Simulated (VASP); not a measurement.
Set up this calculation in VASP 6.6.1, as the native input.

* Task: single point
* Functional: PBE
* Potentials or basis: VASP PAW PBE potentials, release 64 (B, As)
* Cutoff: 520 eV
* k mesh: 10 × 10 × 10
* Occupations: fermi-dirac, width 0.02 eV
* Spin: no spin polarisation
* Dipole correction: no
* Further INCAR settings: ALGO = Normal; EDIFF = 1e-06; NBANDS = 11

The structure of BAs lies in POSCAR:

```
BAs
1.0
    0.0000000000      2.4397049562      2.3697994758
    2.4397049562      0.0000000000      2.3697994758
    2.4397049562      2.4397049562      0.0000000000
B As
1 1
Direct
    0.0000000000      0.0000000000      0.0000000000
    0.2500000000      0.2500000000      0.2500000000
```

This cell differs from its parent crystal: epitaxial xy strain +2.0%.

One way to write it, as run:

INCAR

```
ALGO = Normal
EDIFF = 1E-6
ENCUT = 520
GGA = PE
ISIF = 2
ISMEAR = -1
LASPH = T
LCHARG = F
LREAL = F
LWAVE = F
NBANDS = 11
NELM = 60
PREC = Accurate
SIGMA = 0.02
```

KPOINTS

```
k-points
0
Gamma
  10 10 10
```

Potentials or basis: VASP PAW PBE potentials, release 64 (B, As).

Launch:

```console
$ cat potpaw_PBE.64/B/POTCAR potpaw_PBE.64/As/POTCAR > POTCAR
$ mpirun -np 1 vasp_std > vasp.out
```

Results of the run:

The pressure is -1.3 GPa and the band gap on the k mesh is 0.79 eV, indirect (least direct gap 2.94 eV).

Caveat: the cell differs from its parent crystal (epitaxial xy strain +2.0%).

It took 42 s on 1 thread of Intel Xeon 8259CL, on a shared host, peak memory 0.18 GiB.
